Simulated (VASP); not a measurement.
Zr:

```
Zr
1.0
    -1.72878    1.72878    1.72878
     1.72878   -1.72878    1.72878
     1.72878    1.72878   -1.72878
Zr
1
Cartesian
  0.0000 0.0000 0.0000
```

This isn't the form of Zr at room conditions, which is hcp.

* Program: VASP 6.6.1
* Task: relaxation of cell and atoms
* Functional: r2SCAN
* Potentials or basis: VASP PAW PBE potentials, release 64 (Zr_sv)
* Cutoff: 600 eV
* k mesh: 8 × 8 × 8
* Occupations: gaussian, width 0.1 eV
* Spin: no spin polarisation

At the start: pressure 12.1 GPa; volume 20.67 Å³/atom.

Q: How do energy, volume and symmetry change on relaxing?

A: Over 3 steps the energy falls by 87.5 meV/atom and the volume is 23.17 Å³/atom (+12.1 %); space group Im-3m (No. 229, to 0.1 Å) before and after.

Step by step:
```
step  energy change (eV)  largest force (eV/Å)  pressure (GPa)  volume (Å³)
   1              0.0000                0.0000           12.06        20.67
   2             -0.0159                0.0000           -8.30        25.68
   3             -0.0875                0.0000           -0.20        23.17
```

Final structure:
```cif
data_structure
_symmetry_space_group_name_H-M 'P 1'
_symmetry_Int_Tables_number 1
_cell_length_a 3.1106
_cell_length_b 3.1106
_cell_length_c 3.1106
_cell_angle_alpha 109.471
_cell_angle_beta 109.471
_cell_angle_gamma 109.471
_cell_volume 23.17
loop_
_atom_site_label
_atom_site_type_symbol
_atom_site_fract_x
_atom_site_fract_y
_atom_site_fract_z
_atom_site_occupancy
Zr1 Zr 0.00000 0.00000 0.00000 1
```

Caveat: the PAW data sets were made with another functional, which shifts forces and pressure a little.
